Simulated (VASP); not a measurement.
Write the native input for VASP 6.6.1 that does the following.

```yaml
Task: density of states
Functional: LDA
Potentials_or_basis: VASP PAW LDA potentials, release 64 (Cd, Se)
Cutoff: 520 eV
k_mesh: 11 × 11 × 11
Occupations: fermi-dirac, width 0.05 eV
Spin: no spin polarisation
Dipole_correction: no
k_mesh_for_the_DOS: 17 × 17 × 17
Occupations_for_the_DOS: tetrahedron
Further_INCAR_settings: ALGO = Normal; EDIFF = 1e-06; NBANDS = 16
```

CdSe (zincblende type):

```
CELL_PARAMETERS angstrom
0.00000 2.87905 2.87905
2.87905 0.00000 2.87905
2.87905 2.87905 0.00000
ATOMIC_POSITIONS crystal
Cd 0.00000 0.00000 0.00000
Se 0.25000 0.25000 0.25000
```

This cell differs from its parent crystal: volume scaled by 0.88.

One way to write it, as run:

POSCAR

```
CdSe
1.0
    0.0000000000      2.8790468762      2.8790468762
    2.8790468762      0.0000000000      2.8790468762
    2.8790468762      2.8790468762      0.0000000000
Cd Se
1 1
Direct
    0.0000000000      0.0000000000      0.0000000000
    0.2500000000      0.2500000000      0.2500000000
```

INCAR.step1

```
SYSTEM = CdSe
ALGO = Normal
EDIFF = 1E-6
ENCUT = 520
GGA = CA
ISIF = 2
ISMEAR = -1
LASPH = .True.
LCHARG = .True.
LREAL = .False.
LWAVE = .False.
NBANDS = 16
NELM = 80
PREC = Accurate
SIGMA = 0.05
```

KPOINTS.step1

```
k-points
0
Gamma
  11 11 11
  0 0 0
```

INCAR.step2

```
SYSTEM = CdSe
ALGO = Normal
EDIFF = 1E-6
ENCUT = 520
GGA = CA
ICHARG = 11
ISIF = 2
ISMEAR = -5
LASPH = .True.
LCHARG = .False.
LORBIT = 11
LREAL = .False.
LWAVE = .False.
NBANDS = 16
NEDOS = 1001
NELM = 80
PREC = Accurate
SIGMA = 0.05
```

KPOINTS.step2

```
k-points
0
Gamma
  17 17 17
  0 0 0
```

Potentials or basis: VASP PAW LDA potentials, release 64 (Cd, Se).

Launch:

```sh
$ cat potpaw_LDA.64/Cd/POTCAR potpaw_LDA.64/Se/POTCAR > POTCAR
$ cp INCAR.step1 INCAR
$ cp KPOINTS.step1 KPOINTS
$ mpirun -np 1 vasp_std > vasp.out
$ cp INCAR.step2 INCAR
$ cp KPOINTS.step2 KPOINTS
$ mpirun -np 1 vasp_std > vasp.out
```

Results of the run:

| Quantity | Value |
| --- | --- |
| Valence electrons inside the program's atomic spheres | Cd 10.47; Se 3.95 |

Wall time 43 s on 1 thread of Intel(R) Xeon(R) 6975P-C (Granite Rapids), on a shared host, peak memory 0.24 GiB.
